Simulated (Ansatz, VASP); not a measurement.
**Two plane-wave programs on InH**

File INCAR:

```
ALGO = Normal
EDIFF = 1E-7
EDIFFG = -0.01
ENCUT = 600
GGA = PE
IBRION = 2
ISIF = 3
ISMEAR = 0
LASPH = True
LCHARG = False
LREAL = False
LWAVE = False
NELM = 80
NSW = 100
PREC = Accurate
SIGMA = 0.1
```

KPOINTS

```
k-points
0
Gamma
  18 18 18
```

POSCAR

```
InH
1.0
    3.1800265700      0.0000000000      0.0000000000
    0.0000000000      3.1800265700      0.0000000000
    0.0000000000      0.0000000000      3.1800265700
In H
1 1
Direct
    0.0000000000      0.0000000000      0.0000000000
    0.5000000000      0.5000000000      0.5000000000
```

Input for Ansatz:

```yaml
crystal:
  lattice:
    - [3.18002657, 0.0, 0.0]
    - [0.0, 3.18002657, 0.0]
    - [0.0, 0.0, 3.18002657]
  atoms:
    - { symbol: In, position: [0.0, 0.0, 0.0] }
    - { symbol: H, position: [0.5, 0.5, 0.5] }
basis:
  ecutwfc: 420
kpoints:
  mp_grid: { grid: [18, 18, 18] }
hamiltonian:
  xc: pbe
scf:
  occupations: { method: gaussian, width: 0.1 }
output:
  forces: true
  stress: true
  eigenvalues: true
relax:
  adjacent_minimum: "off"
  f_tol: 0.01
  max_steps: 80
  cell: { stress_tol: 0.05 }
```

Change from the starting cell: species swapped into the KI type (Pm-3m, No. 221).

Alike in both runs: task relaxation of cell and atoms; functional PBE; k mesh 18 × 18 × 18; occupations gaussian, width 0.1 eV; no spin polarisation.

```csv
,VASP,Ansatz
version,VASP 6.6.1,Ansatz 0.2.0
potentials or method,"VASP PAW PBE potentials, release 64 (In_d, H), cutoff 600 eV","scalar-relativistic, plane waves, PAW"
valence electrons in the cell,14,14
```

```tsv
	VASP	Ansatz	Ansatz less VASP
gap on the k mesh at the Fermi level, each at its own relaxed structure (eV)	none	none	-
relaxed volume (Å³/atom)	16.08	16.12	+0.042
relaxed cell length with the largest relative difference (Å)	3.180	3.183	+0.0027
```

A gap of «none» marks a metal or a gap that the smearing closes.

Noted on VASP's run: the relaxation stopped at its first step, so nothing moved.
